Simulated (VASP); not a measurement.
# Re2SnO4 (I4/mmm) in VASP: single point with PBE

Aim: the single point of Re2SnO4 with PBE.

All numbers are computed with VASP 6.6.1; they aren't measurements. Logs are shortened: lines on timing, memory, paths and dates and some standing lists are left out, and cuts for length are marked.

**1. The cell of the first run**

It takes space group I4/mmm (No. 139, tetragonal). The conventional cell has a = 3.748 Å, b = 3.748 Å, c = 14.943 Å, α = 90.00°, β = 90.00°, γ = 90.00°. Within 2.5 Å of O (site symmetry 4mm) lie 1 Re at 1.87 Å and 1 Sn at 2.32 Å. O (site symmetry mmm) has 2 Sn at 1.87 Å within 2.5 Å. Re (site symmetry 4mm) has 1 O at 1.87 Å within 2.5 Å. Within 2.5 Å of Sn (site symmetry 4/mmm) lie 6 O at 1.87 to 2.32 Å.

**2. Single point, PBE, non-collinear spin, zero start, spin-orbit coupling**

File INCAR:

```
  PREC = Accurate
  ENCUT = 600
  EDIFF = 1E-6
  ISMEAR = 1
  SIGMA = 0.1429
  LREAL = F
  LASPH = T
  NELM = 200
  ALGO = Normal
  ISIF = 2
  LWAVE = F
  LCHARG = F
  MAGMOM = 0 0 0 0 0 0 0 0 0 0 0 0 0 0 0 0 0 0 0 0 0
  LORBIT = 11
  LSORBIT = T
  GGA_COMPAT = F
  LORBMOM = T
  LMAXMIX = 4
  GGA = PE
  NBANDS = 69
```

File KPOINTS:

```
Automatic mesh
0
Gamma
  5 5 5
```

File POSCAR:

```
Re2SnO4
1.0
    0.0000000000      3.7482737517      0.0000000000
    3.7482737517      0.0000000000      0.0000000000
    1.8741368759      1.8741368759     -7.4715168624
O Re Sn
4 2 1
Direct
    0.1552900113      0.1552900113      0.6894199775
    0.8447099887      0.8447099887      0.3105800225
    0.0000000000      0.5000000000      0.0000000000
    0.5000000000      0.0000000000      0.0000000000
    0.2801566408      0.2801566408      0.4396867184
    0.7198433592      0.7198433592      0.5603132816
    0.0000000000      0.0000000000      0.0000000000
```

Potentials or basis: VASP PAW PBE potentials, release 64 (O, Re, Sn_d).

Started as:

```bash
$ cat potpaw_PBE.64/O/POTCAR potpaw_PBE.64/Re/POTCAR potpaw_PBE.64/Sn_d/POTCAR > POTCAR
$ mpirun -np 1 vasp_ncl > vasp.out
```

OUTCAR:

```text
PREC = Accurate
   ENCUT = 600
   EDIFF = 1E-6
   ISMEAR = 1
   LREAL = F
   LASPH = T
   NELM = 200
   ISIF = 2
   LORBIT = 11
   LSORBIT = T
   GGA = PE

 ion  position               nearest neighbor table
   1  0.155  0.155  0.689-   5 1.87   7 2.32
   2  0.845  0.845  0.311-   6 1.87   7 2.32
   3  0.000  0.500  0.000-   7 1.87   7 1.87
   4  0.500  0.000  0.000-   7 1.87   7 1.87
   5  0.280  0.280  0.440-   1 1.87   6 2.80   6 2.80   6 2.80   6 2.80
   6  0.720  0.720  0.560-   2 1.87   5 2.80   5 2.80   5 2.80   5 2.80
   7  0.000  0.000  0.000-   3 1.87   4 1.87   3 1.87   4 1.87   1 2.32   2 2.32

  LATTYP: Found a body centered tetragonal cell.
 ALAT       =     3.7482737517
 C/A-ratio  =     3.9866441767

  Lattice vectors:

 A1 = (  -1.8741368759,   1.8741368758,   7.4715168624)
 A2 = (   1.8741368758,  -1.8741368759,   7.4715168624)
 A3 = (   1.8741368759,   1.8741368759,  -7.4715168624)

Analysis of symmetry for initial positions (statically):
=====================================================================
 Subroutine PRICEL returns:
 Original cell was already a primitive cell.

 Routine SETGRP: Setting up the symmetry group for a
 body centered tetragonal supercell.

 Subroutine GETGRP returns: Found 16 space group operations
 (whereof 16 operations were pure point group operations)
 out of a pool of 16 trial point group operations.

The static configuration has the point symmetry D_4h.

Analysis of symmetry for dynamics (positions and initial velocities):
=====================================================================
 Subroutine PRICEL returns:
 Original cell was already a primitive cell.

 Routine SETGRP: Setting up the symmetry group for a
 body centered tetragonal supercell.

 Subroutine GETGRP returns: Found 16 space group operations
 (whereof 16 operations were pure point group operations)
 out of a pool of 16 trial point group operations.

The dynamic configuration has the point symmetry D_4h.

Analysis of structural, dynamic, and magnetic symmetry:
=====================================================================
 Subroutine PRICEL returns:
 Original cell was already a primitive cell.

 Routine SETGRP: Setting up the symmetry group for a
 body centered tetragonal supercell.

 Subroutine GETGRP returns: Found 16 space group operations
 (whereof 16 operations were pure point group operations)
 out of a pool of 16 trial point group operations.

The overall configuration has the point symmetry D_4h.

 Subroutine INISYM returns: Found 16 space group operations
 (whereof 16 operations are pure point group operations),
 and found     1 'primitive' translations
[... 1412 lines left out ...]
 ----------------------------------------
           -0.000  -0.000  -0.000

 orbital moment (y)

 # of ion     p       d       tot
 ----------------------------------------
  1         0.000   0.000   0.000
  2         0.000   0.000   0.000
  3        -0.000   0.000  -0.000
  4         0.000   0.000   0.000
  5         0.000   0.000   0.000
  6         0.000   0.000   0.000
  7        -0.000   0.000   0.000
 ----------------------------------------
            0.000   0.000   0.000

 orbital moment (z)

 # of ion     p       d       tot
 ----------------------------------------
  1         0.000   0.000   0.000
  2         0.000   0.000   0.000
  3        -0.000   0.000  -0.000
  4         0.000   0.000   0.000
  5         0.000   0.000   0.000
  6         0.000   0.000   0.000
  7         0.000   0.000   0.000
 ----------------------------------------
            0.000   0.000   0.000

 Spin-Orbit-Coupling matrix elements

 Ion:    1  E_soc:     -0.0006006
 l=   1
     0.0000000    -0.0000516    -0.0001971
    -0.0000516     0.0000000    -0.0000516
    -0.0001971    -0.0000516     0.0000000
 l=   2
     0.0000000     0.0000000     0.0000000     0.0000000     0.0000000
     0.0000000     0.0000000     0.0000000     0.0000000     0.0000000
     0.0000000     0.0000000     0.0000000     0.0000000     0.0000000
     0.0000000     0.0000000     0.0000000     0.0000000     0.0000000
     0.0000000     0.0000000     0.0000000     0.0000000     0.0000000
 l=   3
     0.0000000     0.0000000     0.0000000     0.0000000     0.0000000     0.0000000     0.0000000
     0.0000000     0.0000000     0.0000000     0.0000000     0.0000000     0.0000000     0.0000000
     0.0000000     0.0000000     0.0000000     0.0000000     0.0000000     0.0000000     0.0000000
     0.0000000     0.0000000     0.0000000     0.0000000     0.0000000     0.0000000     0.0000000
[... 109 lines left out ...]
 l=   2
     0.0000000    -0.0011643     0.0000000    -0.0011643    -0.0043273
    -0.0011643     0.0000000    -0.0035994    -0.0011762    -0.0010908
     0.0000000    -0.0035994     0.0000000    -0.0035994     0.0000000
    -0.0011643    -0.0011762    -0.0035994     0.0000000    -0.0010908
    -0.0043273    -0.0010908     0.0000000    -0.0010908     0.0000000
 l=   3
     0.0000000     0.0000000     0.0000000     0.0000000     0.0000000     0.0000000     0.0000000
     0.0000000     0.0000000     0.0000000     0.0000000     0.0000000     0.0000000     0.0000000
     0.0000000     0.0000000     0.0000000     0.0000000     0.0000000     0.0000000     0.0000000
     0.0000000     0.0000000     0.0000000     0.0000000     0.0000000     0.0000000     0.0000000
     0.0000000     0.0000000     0.0000000     0.0000000     0.0000000     0.0000000     0.0000000
     0.0000000     0.0000000     0.0000000     0.0000000     0.0000000     0.0000000     0.0000000
     0.0000000     0.0000000     0.0000000     0.0000000     0.0000000     0.0000000     0.0000000

 total charge

# of ion       s       p       d       tot
------------------------------------------
    1        1.583   3.335   0.000   4.918
    2        1.583   3.335   0.000   4.918
    3        1.562   3.551   0.000   5.112
    4        1.562   3.551   0.000   5.112
    5        0.516   0.343   4.705   5.563
    6        0.516   0.343   4.705   5.563
    7        0.914   1.270  10.541  12.725
--------------------------------------------------
tot          8.236  15.727  19.951  43.913

 magnetization (x)

# of ion       s       p       d       tot
------------------------------------------
    1        0.000   0.000   0.000   0.000
    2        0.000   0.000   0.000   0.000
    3        0.000  -0.000   0.000  -0.000
    4       -0.000   0.000   0.000  -0.000
    5        0.000   0.000   0.000   0.000
    6        0.000   0.000   0.000   0.000
    7        0.000   0.000   0.000   0.000
--------------------------------------------------
tot         -0.000   0.000   0.000   0.000

 magnetization (y)

# of ion       s       p       d       tot
------------------------------------------
    1        0.000  -0.000   0.000  -0.000
    2        0.000  -0.000   0.000  -0.000
    3        0.000   0.000   0.000   0.000
    4       -0.000  -0.000   0.000  -0.000
    5        0.000  -0.000   0.000  -0.000
    6        0.000  -0.000   0.000  -0.000
    7        0.000  -0.000   0.000  -0.000
--------------------------------------------------
tot          0.000  -0.000   0.000  -0.000

 magnetization (z)

# of ion       s       p       d       tot
------------------------------------------
    1        0.000   0.000   0.000   0.000
    2        0.000   0.000   0.000   0.000
    3        0.000   0.000   0.000   0.000
    4       -0.000  -0.000   0.000  -0.000
    5        0.000   0.000   0.000   0.000
    6        0.000   0.000   0.000   0.000
    7        0.000   0.000   0.000   0.000
--------------------------------------------------
tot          0.000  -0.000   0.000   0.000
```

stdout:

```text
POSCAR found type information on POSCAR O ReSn
 POSCAR found :  3 types and       7 ions
 scaLAPACK will be used
 LDA part: xc-table for (Slater+PW92), standard interpolation
 POSCAR, INCAR and KPOINTS ok, starting setup
 FFT: planning ... GRIDC
 FFT: planning ... GRID_SOFT
 FFT: planning ... GRID
 WAVECAR not read
 entering main loop
```

It took 20 min on 1 thread of Intel Xeon 8259CL, shared host; peak memory 0.61 GiB.

Results:

```yaml
Free_energy: -48.3535 eV
Pressure: 0.7 GPa
Largest_force: 0.353 eV/Å
Net_moment: 0.00 μB per cell
Valence_electrons_inside_the_program's_atomic_spheres: O 4.92, 5.11 (each value once); Re 5.56; Sn 12.72
```

Forces on the atoms (eV/Å):
```
O    0.000  0.000 -0.353
O    0.000  0.000  0.353
O    0.000  0.000  0.000
O    0.000  0.000  0.000
Re   0.000  0.000  0.342
Re   0.000  0.000 -0.342
Sn   0.000  0.000  0.000
```

Moments on the atoms (μB; x, y, z):
```
O   0.00 0.00 0.00
O   0.00 0.00 0.00
O   0.00 0.00 0.00
O   0.00 0.00 0.00
Re  0.00 0.00 0.00
Re  0.00 0.00 0.00
Sn  0.00 0.00 0.00
```
